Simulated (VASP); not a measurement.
# SnO2 in VASP: a series of runs

Runs on SnO2. Level: PBEsol+D3(BJ). Tasks: single point.

All numbers are computed with VASP 6.6.1; they aren't measurements. Logs are shortened: lines on timing, memory, paths and dates and some standing lists are left out, and cuts for length are marked.

## Step 1: The cell of the first run

The structure is monoclinic, space group P2_1 (No. 4). The conventional cell has a = 3.178 Å, b = 10.113 Å, c = 3.178 Å, α = 90.00°, β = 120.00°, γ = 90.00°. Within 2.8 Å of Sn (site symmetry 1) lie 6 O at 2.09 to 2.10 Å. Within 2.8 Å of O (site symmetry 1) lie 3 Sn at 2.09 to 2.10 Å and 3 O at 2.73 Å. Within 2.8 Å of O (site symmetry 1) lie 3 Sn at 2.09 to 2.10 Å and 3 O at 2.73 Å.

## Step 2: Single point, PBEsol+D3(BJ) (atoms displaced along several vibrational modes)

File INCAR:

```
ALGO = Normal
EDIFF = 1E-7
ENCUT = 520
GGA = PS
ISIF = 2
ISMEAR = 0
IVDW = 12
LASPH = T
LCHARG = T
LELF = T
LREAL = F
LVHAR = T
LWAVE = F
NBANDS = 35
NELM = 80
PREC = Accurate
SIGMA = 0.05
```

File KPOINTS:

```
k-points
0
Gamma
  12 12 4
```

File POSCAR:

```
SnO2
1.0
    3.1779419946      0.0000000000      0.0000000000
   -1.5889709973      2.7521784991      0.0000000000
    0.0000000000      0.0000000000     10.1134263721
Sn O
2 4
Direct
   -0.1673996281     -0.0749842258      0.5000000000
    0.1673996281      0.0749842258      0.0000000000
    0.4968903107      0.2572844869      0.4003665319
    0.8364430226      0.4093821798      0.0996334681
    0.1635569774      0.5906178202      0.5996334681
    0.5031096893      0.7427155131      0.9003665319
```

Potentials or basis: VASP PAW PBE potentials, release 64 (Sn_d, O).

Command:

```
cat potpaw_PBE.64/Sn_d/POTCAR potpaw_PBE.64/O/POTCAR > POTCAR
mpirun -np 1 vasp_std > vasp.out
```

OUTCAR:

```text
EDIFF = 1E-7
   ENCUT = 520
   GGA = PS
   ISIF = 2
   ISMEAR = 0
   IVDW = 12
   LASPH = T
   LREAL = F
   NELM = 80
   PREC = Accurate
 IVDW          = 12

 ion  position               nearest neighbor table
   1  0.833  0.925  0.500-   3 2.09   5 2.09   5 2.09   3 2.10   3 2.10   5 2.10
   2  0.167  0.075  0.000-   6 2.09   4 2.09   4 2.09   6 2.10   6 2.10   4 2.10
   3  0.497  0.257  0.400-   1 2.09   1 2.10   1 2.10
   4  0.836  0.409  0.100-   2 2.09   2 2.09   2 2.10
   5  0.164  0.591  0.600-   1 2.09   1 2.09   1 2.10
   6  0.503  0.743  0.900-   2 2.09   2 2.10   2 2.10

  LATTYP: Found a hexagonal cell.
 ALAT       =     3.1779419946
 C/A-ratio  =     3.1823823057

  Lattice vectors:

 A1 = (   3.1779419946,   0.0000000000,   0.0000000000)
 A2 = (  -1.5889709973,   2.7521784991,   0.0000000000)
 A3 = (   0.0000000000,   0.0000000000,  10.1134263721)

Analysis of symmetry for initial positions (statically):
=====================================================================
 Subroutine PRICEL returns:
 Original cell was already a primitive cell.

 Routine SETGRP: Setting up the symmetry group for a
 hexagonal supercell.

 Subroutine GETGRP returns: Found  2 space group operations
 (whereof  1 operations were pure point group operations)
 out of a pool of 24 trial point group operations.

The static configuration has the point symmetry C_1 .
 The point group associated with its full space group is C_2 .

Analysis of symmetry for dynamics (positions and initial velocities):
=====================================================================
 Subroutine PRICEL returns:
 Original cell was already a primitive cell.

 Routine SETGRP: Setting up the symmetry group for a
 hexagonal supercell.

 Subroutine GETGRP returns: Found  2 space group operations
 (whereof  1 operations were pure point group operations)
 out of a pool of 24 trial point group operations.

The dynamic configuration has the point symmetry C_1 .
 The point group associated with its full space group is C_2 .

 Subroutine INISYM returns: Found  2 space group operations
 (whereof  1 operations are pure point group operations),
 and found     1 'primitive' translations

----------------------------------------------------------------------------------------

                                     Primitive cell

  volume of cell :      88.4547

  direct lattice vectors                    reciprocal lattice vectors
     3.177941995  0.000000000  0.000000000     0.314669054  0.181674263  0.000000000
    -1.588970997  2.752178499  0.000000000     0.000000000  0.363348526  0.000000000
     0.000000000  0.000000000 10.113426372     0.000000000  0.000000000  0.098878458

  length of vectors
     3.177941995  3.177941995 10.113426372     0.363348526  0.363348526  0.098878458

  position of ions in fractional coordinates (direct lattice)
     0.832600372  0.925015774  0.500000000
     0.167399628  0.074984226  0.000000000
     0.496890311  0.257284487  0.400366532
     0.836443023  0.409382180  0.099633468
     0.163556977  0.590617820  0.599633468
     0.503109689  0.742715513  0.900366532

  ion indices of the primitive-cell ions
   primitive index   ion index
                 1           1
                 2           2
                 3           3
                 4           4
                 5           5
                 6           6

----------------------------------------------------------------------------------------

 KPOINTS: k-points

Automatic generation of k-mesh.
 Grid dimensions read from file:
 generate k-points for:   12   12    4

 Generating k-lattice:

  Cartesian coordinates                     Fractional coordinates (reciprocal lattice)
     0.026222421  0.015139522  0.000000000     0.083333333 -0.000000000  0.000000000
     0.000000000  0.030279044  0.000000000     0.000000000  0.083333333  0.000000000
     0.000000000  0.000000000  0.024719614     0.000000000  0.000000000  0.250000000

  Length of vectors
     0.030279044  0.030279044  0.024719614

  Shift w.r.t. Gamma in fractional coordinates (k-lattice)
     0.000000000  0.000000000  0.000000000

 Subroutine IBZKPT returns following result:
 ===========================================

 Found    222 irreducible k-points:

 Following reciprocal coordinates:
            Coordinates               Weight
  0.000000  0.000000  0.000000      1.000000
  0.083333  0.000000  0.000000      2.000000
  0.000000  0.083333  0.000000      2.000000
 -0.083333  0.083333  0.000000      2.000000
  0.166667  0.000000  0.000000      2.000000
  0.000000  0.166667  0.000000      2.000000
[... 16 lines left out ...]
  0.166667  0.083333  0.000000      2.000000
 -0.083333  0.250000  0.000000      2.000000
 [... further k-points ...]
   k-points           NKPTS =    222   k-points in BZ     NKDIM =    222   number of bands    NBANDS=     35
   number of dos      NEDOS =    301   number of ions     NIONS =      6
   total plane-waves  NPLWV =  46080
   dimension x,y,z NGX =    24 NGY =   24 NGZ =   80
   dimension x,y,z NGXF=    48 NGYF=   48 NGZF=  160
   ions per type =               2   4
   NGX,Y,Z   is equivalent  to a cutoff of  12.55, 12.55, 13.15 a.u.
   NGXF,Y,Z  is equivalent  to a cutoff of  25.11, 25.11, 26.30 a.u.
 SYSTEM =  unknown system
   PREC   = accura    normal or accurate (medium, high low for compatibility)
   ISTART =      0    job   : 0-new  1-cont  2-samecut
   ICHARG =      2    charge: 1-file 2-atom 10-const
   ISPIN  =      1    spin polarized calculation?
   LNONCOLLINEAR =      F non collinear calculations
   LSORBIT =      F    spin-orbit coupling
   LASPH  =      T    aspherical Exc in radial PAW
   ENCUT  =  520.0 eV  38.22 Ry    6.18 a.u.   5.91  5.91 18.80*2*pi/ulx,y,z
   NELM   =     80;   NELMIN=  2; NELMDL= -5     # of ELM steps
   EDIFF  = 0.1E-06   stopping-criterion for ELM
   LREAL  =      F    real-space projection
   EDIFFG = 0.1E-05   stopping-criterion for IOM
   NSW    =      0    number of steps for IOM
   IBRION =     -1    ionic relax: 0-MD 1-quasi-New 2-CG
   NFREE  =      0    steps in history (QN), initial steepest desc. (CG)
   ISIF   =      2    stress and relaxation
   ISYM   =      2    0-nonsym 1-usesym 2-fastsym
   POTIM  = 0.5000    time-step for ionic-motion
   TEBEG  =    0.0;   TEEND  =   0.0 temperature during run
   PSTRESS=    0.0 pullay stress
   NELECT =      52.0000    total number of electrons
   NUPDOWN=      -1.0000    fix difference up-down
   EMIN   =  10.00;   EMAX   =-10.00  energy-range for DOS
   EFERMI =   0.00;   METHOD = LEGACY
   ISMEAR =     0;   SIGMA  =   0.05  broadening in eV -4-tet -1-fermi 0-gaus
   EFERMI_NEDOS =   21; number of points for ismear=-14 and -15
   IALGO  =     38    algorithm
   IMIX   =      4    mixing-type and parameters
     AMIX     =   0.40;   BMIX     =  1.00
     AMIX_MAG =   1.60;   BMIX_MAG =  1.00
  volume/ion in A,a.u.               =      14.74        99.49
  Fermi-wavevector in a.u.,A,eV,Ry     =   1.371415  2.591599 25.589564  1.880780
  Thomas-Fermi vector in A             =   2.497114
   LORBIT       =      0    0 simple, 1 ext, 2 COOP (PROOUT), +10 PAW based schemes
   GGA     = PS    functional components
   LHFCALC =     F    Hartree Fock is set to
   AEXX    =    0.0000 exact exchange contribution
   IVDW    =    12    specifies the selected vdW correction
   LEPSILON=     F    determine dielectric tensor
   LRPA    =     F    only Hartree local field effects (RPA)
 non-spin polarized calculation
 Gauss-broadening in eV      SIGMA  =   0.05
  energy-cutoff  :      520.00
  volume of cell :       88.45
 maximum number of plane-waves:      2400
   NGX = 11   NGY = 11   NGZ = 37

 number of electron      52.0000018 magnetization

 Free energy of the ion-electron system (eV)
  ---------------------------------------------------
  ext. energy  EPLUGINS =         0.00000000
  ---------------------------------------------------
  free energy    TOTEN  =       -38.54627379 eV

  energy without entropy =      -38.54627379  energy(sigma->0) =      -38.54627379

 E-fermi :   3.2468     XC(G=0):  -9.9685

 val. band max:        2.9538526014   @ k =  -0.1667   0.4167   0.0000
 cond. band min:       5.1911384960   @ k =   0.0000   0.0000   0.0000
 fundamental gap:      2.2372858946
 Fermi energy:         3.2468301482

 k-point     1 :       0.0000    0.0000    0.0000
  band No.  band energies     occupation
      1     -17.0175      2.00000
      2     -17.0152      2.00000
      3     -16.7243      2.00000
      4     -16.7243      2.00000
      5     -16.7242      2.00000
      6     -16.7242      2.00000
[... 27 lines left out ...]
     34      14.3523      0.00000
     35      14.3790      0.00000

 k-point     2 :       0.0833    0.0000    0.0000
  band No.  band energies     occupation
      1     -16.9814      2.00000
      2     -16.9794      2.00000
      3     -16.7910      2.00000
      4     -16.7901      2.00000
      5     -16.7067      2.00000
      6     -16.7066      2.00000
[... 27 lines left out ...]
     34      14.4967      0.00000
     35      14.5726      0.00000

 k-point     3 :       0.0000    0.0833    0.0000
  band No.  band energies     occupation
      1     -16.9814      2.00000
      2     -16.9794      2.00000
      3     -16.7913      2.00000
      4     -16.7903      2.00000
      5     -16.7064      2.00000
      6     -16.7064      2.00000
[... 27 lines left out ...]
     34      14.5191      0.00000
     35      14.5382      0.00000

 k-point     4 :      -0.0833    0.0833    0.0000
  band No.  band energies     occupation
      1     -16.9814      2.00000
      2     -16.9794      2.00000
      3     -16.7912      2.00000
      4     -16.7903      2.00000
      5     -16.7064      2.00000
      6     -16.7064      2.00000
[... 27 lines left out ...]
     34      14.5183      0.00000
     35      14.5553      0.00000

 k-point     5 :       0.1667    0.0000    0.0000
  band No.  band energies     occupation
      1     -17.0232      2.00000
      2     -17.0204      2.00000
      3     -16.8367      2.00000
      4     -16.8355      2.00000
      5     -16.6624      2.00000
      6     -16.6623      2.00000
[... 638 lines left out ...]
 k-point    22 :      -0.1667    0.0833    0.0000
  band No.  band energies     occupation
      1     -16.9244      2.00000
      2     -16.9229      2.00000
      3     -16.9181      2.00000
      4     -16.9158      2.00000
      5     -16.6670      2.00000
      6     -16.6669      2.00000
[... 27 lines left out ...]
     34      14.6589      0.00000
     35      14.8272      0.00000

 k-point    23 :       0.1667    0.0833    0.0000
  band No.  band energies     occupation
      1     -17.1300      2.00000
      2     -17.1263      2.00000
      3     -16.8339      2.00000
      4     -16.8328      2.00000
      5     -16.6116      2.00000
      6     -16.6114      2.00000
[... 27 lines left out ...]
     34      14.7129      0.00000
     35      15.0605      0.00000

 k-point    24 :      -0.0833    0.2500    0.0000
  band No.  band energies     occupation
      1     -17.1304      2.00000
      2     -17.1264      2.00000
      3     -16.8339      2.00000
      4     -16.8327      2.00000
      5     -16.6111      2.00000
      6     -16.6109      2.00000
[... 27 lines left out ...]
     34      14.6489      0.00000
     35      15.0518      0.00000

 [... further k-points ...]

------------------------ aborting loop because EDIFF is reached ----------------------------------------

 Edisp (eV)   -0.92356

 E8    (eV) :    -0.5814

  FORCE on cell =-STRESS in cart. coord.  units (eV):
  Direction    XX          YY          ZZ          XY          YZ          ZX
  --------------------------------------------------------------------------------------
  -------------------------------------------------------------------------------------
  Total       0.63649     0.55487    -0.44468     0.04999     0.00000     0.00000
  in kB      11.52875    10.05040    -8.05452     0.90544     0.00000     0.00000
  external pressure =        4.51 kB  Pullay stress =        0.00 kB

 VOLUME and BASIS-vectors are now :
 -----------------------------------------------------------------------------
  energy-cutoff  :      520.00
  volume of cell :       88.45
      direct lattice vectors                 reciprocal lattice vectors
     3.177941995  0.000000000  0.000000000     0.314669054  0.181674263  0.000000000
    -1.588970997  2.752178499  0.000000000     0.000000000  0.363348526  0.000000000
     0.000000000  0.000000000 10.113426372     0.000000000  0.000000000  0.098878458

 POSITION                                       TOTAL-FORCE (eV/Angst)
 -----------------------------------------------------------------------------------
      1.17613      2.54581      5.05671        -0.097393     -0.048557      0.006510
      0.41284      0.20637      0.00000         0.097393      0.048557      0.006510
      1.17027      0.70809      4.04908         0.012106      0.004624     -0.104932
      2.00767      1.12669      1.00764        -0.019409     -0.010698      0.098421
     -0.41870      1.62549      6.06435         0.019409      0.010698      0.098421
      0.41870      2.04409      9.10579        -0.012106     -0.004624     -0.104932
 -----------------------------------------------------------------------------------
    total drift:                               -0.000000     -0.000000      0.000146

  FREE ENERGIE OF THE ION-ELECTRON SYSTEM (eV)
  ---------------------------------------------------
  free  energy   TOTEN  =       -39.4698296433 eV

  energy  without entropy=      -39.4698296433  energy(sigma->0) =      -39.46982964
```

Wall time 7.8 min (1 thread of Intel Xeon Platinum 8488C (Sapphire Rapids), shared host); peak memory 0.6 GiB.

Results:

| Quantity | Value |
| --- | --- |
| Free energy | -39.4698 eV |
| Pressure | 0.5 GPa |
| Largest force | 0.109 eV/Å |
| Band gap on the k mesh | 2.24 eV (least direct gap 2.60 eV) |
| Dispersion energy per atom | -0.154 eV |

Forces in eV/Å, atoms in the order of the input:
```
Sn  -0.097 -0.049  0.007
Sn   0.097  0.049  0.007
O    0.012  0.005 -0.105
O   -0.019 -0.011  0.098
O    0.019  0.011  0.098
O   -0.012 -0.005 -0.105
```

Caveat: the cell differs from its parent crystal (atoms displaced along several vibrational modes); the PAW data sets were made with another functional, which shifts forces and pressure a little; spin-orbit coupling is left out, which moves the levels of the heavy elements. A k mesh can miss the band edges.

## Step 3: Single point, PBEsol+D3(BJ) (atoms displaced along several vibrational modes)

File INCAR:

```
PREC = Accurate
ENCUT = 520
EDIFF = 1E-6
ISMEAR = 0
SIGMA = 0.05
LREAL = False
LASPH = True
NELM = 100
ALGO = Normal
ISIF = 2
LWAVE = False
LCHARG = True
GGA = PS
IVDW = 12
LELF = True
LVHAR = True
NBANDS = 35
```

File KPOINTS:

```
Automatic mesh
0
Gamma
  12 12 4
```

File POSCAR:

```
SnO2
1.0
    3.1779419946      0.0000000000      0.0000000000
   -1.5889709973      2.7521784991      0.0000000000
    0.0000000000      0.0000000000     10.1134263721
Sn O
2 4
Direct
   -0.1124942517     -0.2249885035      0.5000000000
    0.1124942517      0.2249885035      0.0000000000
    0.5525752296      0.1051504592      0.4003665319
    0.7807581037      0.5615162074      0.0996334681
    0.2192418963      0.4384837926      0.5996334681
    0.4474247704      0.8948495408      0.9003665319
```

Potentials or basis: VASP PAW PBE potentials, release 64 (Sn_d, O).

Command:

```
cat potpaw_PBE.64/Sn_d/POTCAR potpaw_PBE.64/O/POTCAR > POTCAR
mpirun -np 1 vasp_std > vasp.out
```

Wall time 2.4 min (1 thread of Intel Xeon 6975P-C (Granite Rapids), shared host); peak memory 0.44 GiB.

It converged, with:

| Item | Value |
| --- | --- |
| Free energy | -39.4901 eV |
| Pressure | 0.4 GPa |
| Largest force | 0.143 eV/Å |
| Band gap on the k mesh | 2.29 eV (least direct gap 2.62 eV) |
| Dispersion energy per atom | -0.154 eV |

Forces in eV/Å, atoms in the order of the input:
```
Sn   0.000 -0.143 -0.013
Sn   0.000  0.143 -0.013
O    0.000  0.049 -0.111
O    0.000 -0.040  0.123
O    0.000  0.040  0.123
O    0.000 -0.049 -0.111
```

Stress tensor (GPa, compression positive):
```
 1.04  0.00  0.00
 0.00  1.29  0.00
 0.00  0.00 -1.24
```

Levels at points of the mesh, in eV from the valence-band top:
```csv
k point,band 22,band 23,band 24,band 25,band 26,band 27,band 28,band 29,band 30,band 31
"(0.00, 0.00, 0.00)",-0.83,-0.82,-0.82,-0.80,-0.33,2.29,3.27,5.67,5.89,11.03
"(0.50, 0.00, 0.00)",-1.25,-0.51,-0.47,-0.44,-0.07,5.50,5.61,7.16,7.68,10.28
"(0.00, 0.50, 0.00)",-1.32,-0.52,-0.45,-0.31,-0.18,5.52,5.57,7.31,7.46,10.53
"(0.00, 0.00, 0.50)",-0.82,-0.82,-0.82,-0.78,-0.78,2.80,2.80,5.80,5.80,11.04
"(0.50, 0.00, 0.50)",-1.38,-0.49,-0.49,-0.25,-0.25,5.56,5.56,7.41,7.41,10.48
"(0.00, 0.50, 0.50)",-1.37,-0.49,-0.49,-0.26,-0.26,5.56,5.56,7.37,7.37,10.68
```

Caveat: the cell differs from its parent crystal (atoms displaced along several vibrational modes); the PAW data sets were made with another functional, which shifts forces and pressure a little; spin-orbit coupling is left out, which moves the levels of the heavy elements. A k mesh can miss the band edges.
